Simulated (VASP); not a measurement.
# Hg (I4_1/amd) in VASP: single point with PBE

Aim: the single point of Hg with PBE.

Program: VASP 6.6.1. These are calculated values, not measurements. Logs are shortened: lines on timing, memory, paths and dates and some standing lists are left out, and cuts for length are marked.

### Step 1. The cell of the first run

Symmetry: I4_1/amd, No. 141, tetragonal system. The conventional cell has a = 5.768 Å, b = 5.768 Å, c = 3.062 Å, α = 90.00°, β = 90.00°, γ = 90.00°. Hg (site symmetry -4m2) has 10 Hg at 2.98 to 3.69 Å within 3.9 Å.

### Step 2. Single point, PBE (25.48 Å³/atom)

File INCAR:

```
ALGO = Normal ; EDIFF = 1E-6
ENCUT = 550 ; GGA = PE
GGA_COMPAT = False ; ISIF = 2
ISMEAR = 0 ; LASPH = True
LCHARG = True ; LELF = True
LREAL = False ; LVHAR = True
LWAVE = False ; NBANDS = 27
NELM = 120 ; PREC = Accurate
SIGMA = 0.1
```

File KPOINTS:

```
k-points
0
Gamma
  16 16 16
```

File POSCAR:

```
Hg
1.0
   -2.8842311039      2.8842311039      1.5312259768
    2.8842311039     -2.8842311039      1.5312259768
    2.8842311039      2.8842311039     -1.5312259768
Hg
2
Direct
    0.7500000000      0.2500000000      0.5000000000
    0.0000000000      0.0000000000      0.0000000000
```

Potentials or basis: VASP PAW PBE potentials, release 64 (Hg_sv_GW).

The run is started by

```
$ cat potpaw_PBE.64/Hg_sv_GW/POTCAR > POTCAR
$ mpirun -np 1 vasp_std > vasp.out
```

OUTCAR:

```text
EDIFF = 1E-6
   ENCUT = 550
   GGA = PE
   ISIF = 2
   ISMEAR = 0
   LASPH = True
   LREAL = False
   NELM = 120
   PREC = Accurate

 ion  position               nearest neighbor table
   1  0.750  0.250  0.500-   2 2.98   2 2.98   2 2.98   2 2.98
   2  0.000  0.000  0.000-   1 2.98   1 2.98   1 2.98   1 2.98

  LATTYP: Found a body centered tetragonal cell.
 ALAT       =     5.7684622078
 C/A-ratio  =     0.5308957298

  Lattice vectors:

 A1 = (  -2.8842311039,   2.8842311039,   1.5312259768)
 A2 = (   2.8842311039,  -2.8842311039,   1.5312259768)
 A3 = (   2.8842311039,   2.8842311039,  -1.5312259768)

Analysis of symmetry for initial positions (statically):
=====================================================================
 Subroutine PRICEL returns:
 Original cell was already a primitive cell.

 Routine SETGRP: Setting up the symmetry group for a
 body centered tetragonal supercell.

 Subroutine GETGRP returns: Found 16 space group operations
 (whereof  8 operations were pure point group operations)
 out of a pool of 16 trial point group operations.

The static configuration has the point symmetry D_2d.
 The point group associated with its full space group is D_4h.

Analysis of symmetry for dynamics (positions and initial velocities):
=====================================================================
 Subroutine PRICEL returns:
 Original cell was already a primitive cell.

 Routine SETGRP: Setting up the symmetry group for a
 body centered tetragonal supercell.

 Subroutine GETGRP returns: Found 16 space group operations
 (whereof  8 operations were pure point group operations)
 out of a pool of 16 trial point group operations.

The dynamic configuration has the point symmetry D_2d.
 The point group associated with its full space group is D_4h.

 Subroutine INISYM returns: Found 16 space group operations
 (whereof  8 operations are pure point group operations),
 and found     1 'primitive' translations

----------------------------------------------------------------------------------------

                                     Primitive cell

  volume of cell :      50.9518

  direct lattice vectors                    reciprocal lattice vectors
    -2.884231104  2.884231104  1.531225977     0.000000000  0.173356427  0.326535735
     2.884231104 -2.884231104  1.531225977     0.173356427  0.000000000  0.326535735
     2.884231104  2.884231104 -1.531225977     0.173356427  0.173356427  0.000000000

  length of vectors
     4.356860236  4.356860236  4.356860236     0.369699929  0.369699929  0.245163011

  position of ions in fractional coordinates (direct lattice)
     0.750000000  0.250000000  0.500000000
     0.000000000  0.000000000  0.000000000

  ion indices of the primitive-cell ions
   primitive index   ion index
                 1           1
                 2           2

----------------------------------------------------------------------------------------

 KPOINTS: k-points

Automatic generation of k-mesh.
 Grid dimensions read from file:
 generate k-points for:   16   16   16

 Generating k-lattice:

  Cartesian coordinates                     Fractional coordinates (reciprocal lattice)
     0.000000000  0.010834777  0.020408483     0.062500000  0.000000000  0.000000000
     0.010834777  0.000000000  0.020408483     0.000000000  0.062500000  0.000000000
     0.010834777  0.010834777  0.000000000     0.000000000  0.000000000  0.062500000

  Length of vectors
     0.023106246  0.023106246  0.015322688

  Shift w.r.t. Gamma in fractional coordinates (k-lattice)
     0.000000000  0.000000000  0.000000000

 Subroutine IBZKPT returns following result:
 ===========================================

 Found    349 irreducible k-points:

 Following reciprocal coordinates:
            Coordinates               Weight
  0.000000  0.000000  0.000000      1.000000
  0.062500 -0.000000  0.000000      8.000000
  0.125000 -0.000000  0.000000      8.000000
  0.187500 -0.000000  0.000000      8.000000
  0.250000 -0.000000  0.000000      8.000000
  0.312500 -0.000000  0.000000      8.000000
[... 16 lines left out ...]
 -0.125000  0.062500 -0.000000     16.000000
 -0.062500  0.062500  0.000000      4.000000
 [... further k-points ...]
   k-points           NKPTS =    349   k-points in BZ     NKDIM =    349   number of bands    NBANDS=     27
   number of dos      NEDOS =    301   number of ions     NIONS =      2
   total plane-waves  NPLWV =  46656
   dimension x,y,z NGX =    36 NGY =   36 NGZ =   36
   dimension x,y,z NGXF=    72 NGYF=   72 NGZF=   72
   ions per type =               2
   NGX,Y,Z   is equivalent  to a cutoff of  13.74, 13.74, 13.74 a.u.
   NGXF,Y,Z  is equivalent  to a cutoff of  27.47, 27.47, 27.47 a.u.
 SYSTEM =  unknown system
   PREC   = accura    normal or accurate (medium, high low for compatibility)
   ISTART =      0    job   : 0-new  1-cont  2-samecut
   ICHARG =      2    charge: 1-file 2-atom 10-const
   ISPIN  =      1    spin polarized calculation?
   LNONCOLLINEAR =      F non collinear calculations
   LSORBIT =      F    spin-orbit coupling
   LASPH  =      T    aspherical Exc in radial PAW
   ENCUT  =  550.0 eV  40.42 Ry    6.36 a.u.   8.33  8.33  8.33*2*pi/ulx,y,z
   NELM   =    120;   NELMIN=  2; NELMDL= -5     # of ELM steps
   EDIFF  = 0.1E-05   stopping-criterion for ELM
   LREAL  =      F    real-space projection
   EDIFFG = 0.1E-04   stopping-criterion for IOM
   NSW    =      0    number of steps for IOM
   IBRION =     -1    ionic relax: 0-MD 1-quasi-New 2-CG
   NFREE  =      0    steps in history (QN), initial steepest desc. (CG)
   ISIF   =      2    stress and relaxation
   ISYM   =      2    0-nonsym 1-usesym 2-fastsym
   POTIM  = 0.5000    time-step for ionic-motion
   TEBEG  =    0.0;   TEEND  =   0.0 temperature during run
   PSTRESS=    0.0 pullay stress
   NELECT =      40.0000    total number of electrons
   NUPDOWN=      -1.0000    fix difference up-down
   EMIN   =  10.00;   EMAX   =-10.00  energy-range for DOS
   EFERMI =   0.00;   METHOD = LEGACY
   ISMEAR =     0;   SIGMA  =   0.10  broadening in eV -4-tet -1-fermi 0-gaus
   EFERMI_NEDOS =   21; number of points for ismear=-14 and -15
   IALGO  =     38    algorithm
   IMIX   =      4    mixing-type and parameters
     AMIX     =   0.40;   BMIX     =  1.00
     AMIX_MAG =   1.60;   BMIX_MAG =  1.00
  volume/ion in A,a.u.               =      25.48       171.92
  Fermi-wavevector in a.u.,A,eV,Ry     =   1.510225  2.853912 31.031896  2.280780
  Thomas-Fermi vector in A             =   2.620443
   LORBIT       =      0    0 simple, 1 ext, 2 COOP (PROOUT), +10 PAW based schemes
   GGA     = PE    functional components
   LHFCALC =     F    Hartree Fock is set to
   AEXX    =    0.0000 exact exchange contribution
   IVDW    =     0    specifies the selected vdW correction
   LEPSILON=     F    determine dielectric tensor
   LRPA    =     F    only Hartree local field effects (RPA)
 non-spin polarized calculation
 Gauss-broadening in eV      SIGMA  =   0.10
  energy-cutoff  :      550.00
  volume of cell :       50.95
 maximum number of plane-waves:      1517
 NGX is ok and might be reduce to    36
   NGX = 17   NGY = 17   NGZ = 17

 number of electron      39.9999988 magnetization

 Free energy of the ion-electron system (eV)
  ---------------------------------------------------
  ext. energy  EPLUGINS =         0.00000000
  ---------------------------------------------------
  free energy    TOTEN  =        -0.29805846 eV

  energy without entropy =       -0.29614234  energy(sigma->0) =       -0.29710040

 E-fermi :   5.3280     XC(G=0): -10.8130

 val. band max:        5.3102815068   @ k =  -0.3125  -0.4375   0.3125
 cond. band min:       5.3330125108   @ k =  -0.3750   0.4375   0.2500
 fundamental gap:      0.0227310040
 Fermi energy:         5.3279748011

 k-point     1 :       0.0000    0.0000    0.0000
  band No.  band energies     occupation
      1    -109.6774      2.00000
      2    -109.6746      2.00000
      3     -58.0385      2.00000
      4     -58.0385      2.00000
      5     -57.9952      2.00000
      6     -57.9940      2.00000
[... 19 lines left out ...]
     26      18.8610      0.00000
     27      18.9400      0.00000

 k-point     2 :       0.0625   -0.0000    0.0000
  band No.  band energies     occupation
      1    -109.6774      2.00000
      2    -109.6746      2.00000
      3     -58.0384      2.00000
      4     -58.0380      2.00000
      5     -57.9970      2.00000
      6     -57.9954      2.00000
[... 19 lines left out ...]
     26      17.8464      0.00000
     27      18.0484      0.00000

 k-point     3 :       0.1250   -0.0000    0.0000
  band No.  band energies     occupation
      1    -109.6772      2.00000
      2    -109.6745      2.00000
      3     -58.0381      2.00000
      4     -58.0363      2.00000
      5     -58.0013      2.00000
      6     -57.9993      2.00000
[... 19 lines left out ...]
     26      16.5059      0.00000
     27      16.5320      0.00000

 k-point     4 :       0.1875   -0.0000    0.0000
  band No.  band energies     occupation
      1    -109.6770      2.00000
      2    -109.6745      2.00000
      3     -58.0377      2.00000
      4     -58.0339      2.00000
      5     -58.0073      2.00000
      6     -58.0050      2.00000
[... 19 lines left out ...]
     26      15.2638      0.00000
     27      16.1818      0.00000
[... 516 lines left out ...]
      4     -58.0343      2.00000
      5     -58.0028      2.00000
      6     -57.9991      2.00000
[... 19 lines left out ...]
     26      16.2677      0.00000
     27      16.5750      0.00000

 k-point    23 :      -0.1250    0.0625   -0.0000
  band No.  band energies     occupation
      1    -109.6773      2.00000
      2    -109.6746      2.00000
      3     -58.0381      2.00000
      4     -58.0367      2.00000
      5     -57.9987      2.00000
      6     -57.9953      2.00000
[... 19 lines left out ...]
     26      17.4467      0.00000
     27      17.8301      0.00000

 k-point    24 :      -0.0625    0.0625    0.0000
  band No.  band energies     occupation
      1    -109.6774      2.00000
      2    -109.6746      2.00000
      3     -58.0382      2.00000
      4     -58.0381      2.00000
      5     -57.9965      2.00000
      6     -57.9941      2.00000
[... 19 lines left out ...]
     26      18.6606      0.00000
     27      18.7009      0.00000

 [... further k-points ...]

------------------------ aborting loop because EDIFF is reached ----------------------------------------

  FORCE on cell =-STRESS in cart. coord.  units (eV):
  Direction    XX          YY          ZZ          XY          YZ          ZX
  --------------------------------------------------------------------------------------
  -------------------------------------------------------------------------------------
  Total        1.0407082      1.0407082      1.0070424      0.0000000      0.0000000      0.0000000
  in kB       32.7250386     32.7250386     31.6664200      0.0000000      0.0000000      0.0000000
  external PRESSURE =      32.3721658 kB  Pullay stress =       0.0000000 kB

 VOLUME and BASIS-vectors are now :
 -----------------------------------------------------------------------------
  energy-cutoff  :      550.00
  volume of cell :       50.95
      direct lattice vectors                 reciprocal lattice vectors
    -2.884231104  2.884231104  1.531225977     0.000000000  0.173356427  0.326535735
     2.884231104 -2.884231104  1.531225977     0.173356427  0.000000000  0.326535735
     2.884231104  2.884231104 -1.531225977     0.173356427  0.173356427  0.000000000

 POSITION                                       TOTAL-FORCE (eV/Angst)
 -----------------------------------------------------------------------------------
     -0.00000      2.88423      0.76561         0.000000     -0.000000      0.000000
      0.00000      0.00000      0.00000        -0.000000      0.000000     -0.000000
 -----------------------------------------------------------------------------------
    total drift:                               -0.000000      0.000000     -0.000000

  FREE ENERGIE OF THE ION-ELECTRON SYSTEM (eV)
  ---------------------------------------------------
  free  energy   TOTEN  =        -0.2980584604 eV

  energy  without entropy=       -0.2961423430  energy(sigma->0) =       -0.29710040
```

It took 8 min on 1 thread of Intel Xeon Platinum 8375C at 2.90GHz (Ice Lake), shared host; peak memory 0.59 GiB.

What came out:

```yaml
Free_energy: -0.2981 eV
Pressure: 3.2 GPa
Band_gap_on_the_k_mesh: zero (bands 20 and 21 overlap by 4.54 eV)
```

Levels at points of the mesh, in eV from the Fermi level:
```csv
k point,band 17,band 18,band 19,band 20,band 21,band 22,band 23,band 24
"(0.00, 0.00, 0.00)",-6.34,-5.93,-5.47,1.39,1.77,1.77,7.83,10.88
"(0.50, 0.00, 0.00)",-5.97,-5.71,-2.07,-1.73,2.37,2.54,3.34,7.45
"(0.50, 0.50, 0.00)",-6.10,-6.10,-5.44,-5.44,5.66,5.66,6.21,6.21
"(0.50, 0.50, 0.50)",-6.29,-6.29,-2.60,-2.60,-1.81,-1.81,10.84,10.84
```

Caveat: the cell stands under pressure; spin-orbit coupling is left out, which moves the levels of the heavy elements.

The gap in the log of VASP goes by the Fermi energy; the results here count the filled bands.